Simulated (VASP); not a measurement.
# Bi (Fd-3m) in VASP: a series of runs

The runs below take Bi through single point, with revPBE.

Program: VASP 6.6.1. These are calculated values, not measurements. Logs are shortened: lines on timing, memory, paths and dates and some standing lists are left out, and cuts for length are marked.

### Step 1. The cell of the first run

The structure is cubic, space group Fd-3m (No. 227). The conventional cell has a = 7.256 Å, b = 7.256 Å, c = 7.256 Å, α = 90.00°, β = 90.00°, γ = 90.00°. Bi (site symmetry -43m) has 4 Bi at 3.14 Å within 4.1 Å.

This isn't the form of Bi at room conditions, which is rhombohedral.

### Step 2. Single point, revPBE (47.75 Å³/atom)

The input, INCAR:

```
SYSTEM = Bi
PREC = Accurate
ENCUT = 520
EDIFF = 1E-6
ISMEAR = -1
SIGMA = 0.1
LREAL = .False.
LASPH = .True.
NELM = 100
ALGO = Normal
ISIF = 2
LWAVE = .False.
LCHARG = .True.
GGA = RE
LELF = .True.
LVHAR = .True.
NBANDS = 22
```

The input, KPOINTS:

```
regular mesh
0
Gamma
  9 9 9
  0 0 0
```

The input, POSCAR:

```
Bi
1.0
    0.0000000000      3.6279077382      3.6279077382
    3.6279077382      0.0000000000      3.6279077382
    3.6279077382      3.6279077382      0.0000000000
Bi
2
Direct
    0.1250000000      0.1250000000      0.1250000000
    0.8750000000      0.8750000000      0.8750000000
```

Potentials or basis: VASP PAW PBE potentials, release 64 (Bi_d).

Run with:

```console
$ cat potpaw_PBE.64/Bi_d/POTCAR > POTCAR
$ mpirun -np 1 vasp_std > vasp.out
```

OUTCAR:

```text
SYSTEM = Bi
   PREC = Accurate
   ENCUT = 520
   EDIFF = 1E-6
   ISMEAR = -1
   LREAL = .False.
   LASPH = .True.
   NELM = 100
   ISIF = 2
   GGA = RE

 ion  position               nearest neighbor table
   1  0.125  0.125  0.125-   2 3.14   2 3.14   2 3.14   2 3.14
   2  0.875  0.875  0.875-   1 3.14   1 3.14   1 3.14   1 3.14

  LATTYP: Found a face centered cubic cell.
 ALAT       =     7.2558154764

  Lattice vectors:

 A1 = (   0.0000000000,   3.6279077382,   3.6279077382)
 A2 = (   3.6279077382,   0.0000000000,   3.6279077382)
 A3 = (   3.6279077382,   3.6279077382,   0.0000000000)

Analysis of symmetry for initial positions (statically):
=====================================================================
 Subroutine PRICEL returns:
 Original cell was already a primitive cell.

 Routine SETGRP: Setting up the symmetry group for a
 face centered cubic supercell.

 Subroutine GETGRP returns: Found 48 space group operations
 (whereof 12 operations were pure point group operations)
 out of a pool of 48 trial point group operations.

The static configuration has the point symmetry D_3d.
 The point group associated with its full space group is O_h .

Analysis of symmetry for dynamics (positions and initial velocities):
=====================================================================
 Subroutine PRICEL returns:
 Original cell was already a primitive cell.

 Routine SETGRP: Setting up the symmetry group for a
 face centered cubic supercell.

 Subroutine GETGRP returns: Found 48 space group operations
 (whereof 12 operations were pure point group operations)
 out of a pool of 48 trial point group operations.

The dynamic configuration has the point symmetry D_3d.
 The point group associated with its full space group is O_h .

 Subroutine INISYM returns: Found 48 space group operations
 (whereof 12 operations are pure point group operations),
 and found     1 'primitive' translations

----------------------------------------------------------------------------------------

                                     Primitive cell

  volume of cell :      95.4990

  direct lattice vectors                    reciprocal lattice vectors
     0.000000000  3.627907738  3.627907738    -0.137820484  0.137820484  0.137820484
     3.627907738  0.000000000  3.627907738     0.137820484 -0.137820484  0.137820484
     3.627907738  3.627907738  0.000000000     0.137820484  0.137820484 -0.137820484

  length of vectors
     5.130636326  5.130636326  5.130636326     0.238712080  0.238712080  0.238712080

  position of ions in fractional coordinates (direct lattice)
     0.125000000  0.125000000  0.125000000
     0.875000000  0.875000000  0.875000000

  ion indices of the primitive-cell ions
   primitive index   ion index
                 1           1
                 2           2

----------------------------------------------------------------------------------------

 KPOINTS: regular mesh

Automatic generation of k-mesh.
 Grid dimensions read from file:
 generate k-points for:    9    9    9

 Generating k-lattice:

  Cartesian coordinates                     Fractional coordinates (reciprocal lattice)
    -0.015313387  0.015313387  0.015313387     0.111111111  0.000000000  0.000000000
     0.015313387 -0.015313387  0.015313387     0.000000000  0.111111111  0.000000000
     0.015313387  0.015313387 -0.015313387     0.000000000  0.000000000  0.111111111

  Length of vectors
     0.026523564  0.026523564  0.026523564

  Shift w.r.t. Gamma in fractional coordinates (k-lattice)
     0.000000000  0.000000000  0.000000000

 Subroutine IBZKPT returns following result:
 ===========================================

 Found     35 irreducible k-points:

 Following reciprocal coordinates:
            Coordinates               Weight
  0.000000  0.000000  0.000000      1.000000
  0.111111  0.000000  0.000000      8.000000
  0.222222  0.000000  0.000000      8.000000
  0.333333  0.000000  0.000000      8.000000
  0.444444  0.000000  0.000000      8.000000
  0.111111  0.111111  0.000000      6.000000
[... 16 lines left out ...]
 -0.333333  0.333333  0.000000     12.000000
  0.444444  0.444444  0.000000      6.000000
 [... further k-points ...]
   k-points           NKPTS =     35   k-points in BZ     NKDIM =     35   number of bands    NBANDS=     22
   number of dos      NEDOS =    301   number of ions     NIONS =      2
   total plane-waves  NPLWV =  64000
   dimension x,y,z NGX =    40 NGY =   40 NGZ =   40
   dimension x,y,z NGXF=    80 NGYF=   80 NGZF=   80
   ions per type =               2
   NGX,Y,Z   is equivalent  to a cutoff of  12.96, 12.96, 12.96 a.u.
   NGXF,Y,Z  is equivalent  to a cutoff of  25.92, 25.92, 25.92 a.u.
 SYSTEM =  Bi
   PREC   = accura    normal or accurate (medium, high low for compatibility)
   ISTART =      0    job   : 0-new  1-cont  2-samecut
   ICHARG =      2    charge: 1-file 2-atom 10-const
   ISPIN  =      1    spin polarized calculation?
   LNONCOLLINEAR =      F non collinear calculations
   LSORBIT =      F    spin-orbit coupling
   LASPH  =      T    aspherical Exc in radial PAW
   ENCUT  =  520.0 eV  38.22 Ry    6.18 a.u.   9.54  9.54  9.54*2*pi/ulx,y,z
   NELM   =    100;   NELMIN=  2; NELMDL= -5     # of ELM steps
   EDIFF  = 0.1E-05   stopping-criterion for ELM
   LREAL  =      F    real-space projection
[... 7 lines left out ...]
   TEBEG  =    0.0;   TEEND  =   0.0 temperature during run
   PSTRESS=    0.0 pullay stress
   NELECT =      30.0000    total number of electrons
   NUPDOWN=      -1.0000    fix difference up-down
   EMIN   =  10.00;   EMAX   =-10.00  energy-range for DOS
   EFERMI =   0.00;   METHOD = LEGACY
   ISMEAR =    -1;   SIGMA  =   0.10  broadening in eV -4-tet -1-fermi 0-gaus
   EFERMI_NEDOS =   21; number of points for ismear=-14 and -15
   IALGO  =     38    algorithm
   IMIX   =      4    mixing-type and parameters
     AMIX     =   0.40;   BMIX     =  1.00
     AMIX_MAG =   1.60;   BMIX_MAG =  1.00
  volume/ion in A,a.u.               =      47.75       322.23
  Fermi-wavevector in a.u.,A,eV,Ry     =   1.112882  2.103042 16.850894  1.238506
  Thomas-Fermi vector in A             =   2.249461
   LORBIT       =      0    0 simple, 1 ext, 2 COOP (PROOUT), +10 PAW based schemes
   GGA     = RE    functional components
   LHFCALC =     F    Hartree Fock is set to
   AEXX    =    0.0000 exact exchange contribution
   IVDW    =     0    specifies the selected vdW correction
   LEPSILON=     F    determine dielectric tensor
   LRPA    =     F    only Hartree local field effects (RPA)
 non-spin polarized calculation
  energy-cutoff  :      520.00
  volume of cell :       95.50
 maximum number of plane-waves:      2637
 NGX is ok and might be reduce to    40
   NGX = 19   NGY = 19   NGZ = 19

 number of electron      29.9999988 magnetization

 Free energy of the ion-electron system (eV)
  ---------------------------------------------------
  ext. energy  EPLUGINS =         0.00000000
  ---------------------------------------------------
  free energy    TOTEN  =        -6.84229681 eV

  energy without entropy =       -6.80587505  energy(sigma->0) =       -6.82408593

 E-fermi :   3.7428     XC(G=0):  -7.7719

 val. band max:        3.6703528640   @ k =  -0.4444   0.4444   0.1111
 cond. band min:       3.7514755027   @ k =  -0.4444   0.4444   0.0000
 fundamental gap:      0.0811226386
 Fermi energy:         3.7427589595

 k-point     1 :       0.0000    0.0000    0.0000
  band No.  band energies     occupation
      1     -19.0846      2.00000
      2     -19.0846      2.00000
      3     -19.0846      2.00000
      4     -19.0451      2.00000
      5     -19.0451      2.00000
      6     -18.8812      2.00000
[... 14 lines left out ...]
     21      10.6882      0.00000
     22      11.2120      0.00000

 k-point     2 :       0.1111    0.0000    0.0000
  band No.  band energies     occupation
      1     -19.0889      2.00000
      2     -19.0889      2.00000
      3     -19.0826      2.00000
      4     -19.0391      2.00000
      5     -19.0391      2.00000
      6     -18.8900      2.00000
[... 14 lines left out ...]
     21      10.1907      0.00000
     22      10.8909      0.00000

 k-point     3 :       0.2222    0.0000    0.0000
  band No.  band energies     occupation
      1     -19.0964      2.00000
      2     -19.0964      2.00000
      3     -19.0774      2.00000
      4     -19.0276      2.00000
      5     -19.0276      2.00000
      6     -18.9021      2.00000
[... 14 lines left out ...]
     21       9.9007      0.00000
     22      10.6620      0.00000

 k-point     4 :       0.3333    0.0000    0.0000
  band No.  band energies     occupation
      1     -19.1020      2.00000
      2     -19.1020      2.00000
      3     -19.0711      2.00000
      4     -19.0177      2.00000
      5     -19.0177      2.00000
      6     -18.9114      2.00000
[... 14 lines left out ...]
     21      10.0976      0.00000
     22      11.0597      0.00000

 k-point     5 :       0.4444    0.0000    0.0000
  band No.  band energies     occupation
      1     -19.1047      2.00000
      2     -19.1047      2.00000
      3     -19.0668      2.00000
      4     -19.0125      2.00000
      5     -19.0125      2.00000
      6     -18.9161      2.00000
[... 417 lines left out ...]
 k-point    22 :      -0.4444    0.3333    0.0000
  band No.  band energies     occupation
      1     -19.1231      2.00000
      2     -19.1135      2.00000
      3     -19.0339      2.00000
      4     -18.9860      2.00000
      5     -18.9784      2.00000
      6     -18.9572      2.00000
[... 14 lines left out ...]
     21      11.0090      0.00000
     22      12.6282      0.00000

 k-point    23 :      -0.3333    0.3333    0.0000
  band No.  band energies     occupation
      1     -19.1253      2.00000
      2     -19.1133      2.00000
      3     -19.0310      2.00000
      4     -18.9797      2.00000
      5     -18.9774      2.00000
      6     -18.9610      2.00000
[... 14 lines left out ...]
     21      11.3172      0.00000
     22      12.4398      0.00000

 k-point    24 :       0.4444    0.4444    0.0000
  band No.  band energies     occupation
      1     -19.1139      2.00000
      2     -19.1139      2.00000
      3     -19.0439      2.00000
      4     -19.0107      2.00000
      5     -18.9768      2.00000
      6     -18.9483      2.00000
[... 14 lines left out ...]
     21      12.4473      0.00000
     22      12.5632      0.00000

 [... further k-points ...]

------------------------ aborting loop because EDIFF is reached ----------------------------------------

  FORCE on cell =-STRESS in cart. coord.  units (eV):
  Direction    XX          YY          ZZ          XY          YZ          ZX
  --------------------------------------------------------------------------------------
  -------------------------------------------------------------------------------------
  Total        0.6670674      0.6670674      0.6670674      0.0000000      0.0000000      0.0000000
  in kB       11.1913269     11.1913269     11.1913269      0.0000000      0.0000000      0.0000000
  external PRESSURE =      11.1913269 kB  Pullay stress =       0.0000000 kB

 VOLUME and BASIS-vectors are now :
 -----------------------------------------------------------------------------
  energy-cutoff  :      520.00
  volume of cell :       95.50
      direct lattice vectors                 reciprocal lattice vectors
     0.000000000  3.627907738  3.627907738    -0.137820484  0.137820484  0.137820484
     3.627907738  0.000000000  3.627907738     0.137820484 -0.137820484  0.137820484
     3.627907738  3.627907738  0.000000000     0.137820484  0.137820484 -0.137820484

 POSITION                                       TOTAL-FORCE (eV/Angst)
 -----------------------------------------------------------------------------------
      0.90698      0.90698      0.90698         0.000000      0.000000      0.000000
      6.34884      6.34884      6.34884        -0.000000     -0.000000     -0.000000
 -----------------------------------------------------------------------------------
    total drift:                                0.000000      0.000000     -0.000000

  FREE ENERGIE OF THE ION-ELECTRON SYSTEM (eV)
  ---------------------------------------------------
  free  energy   TOTEN  =        -6.8422968105 eV

  energy  without entropy=       -6.8058750469  energy(sigma->0) =       -6.82408593
```

Run time: 1.9 min. Hardware: 1 thread of Intel Xeon 8259CL, shared host; peak memory 0.26 GiB.

What came out:

```yaml
Free_energy: -6.8423 eV
Pressure: 1.1 GPa
Band_gap_on_the_k_mesh: zero (bands 15 and 16 overlap by 0.57 eV)
```

Caveat: the PAW data sets were made with another functional, which shifts forces and pressure a little; spin-orbit coupling is left out, which moves the levels of the heavy elements.

(Continued in part 2 of 3.)
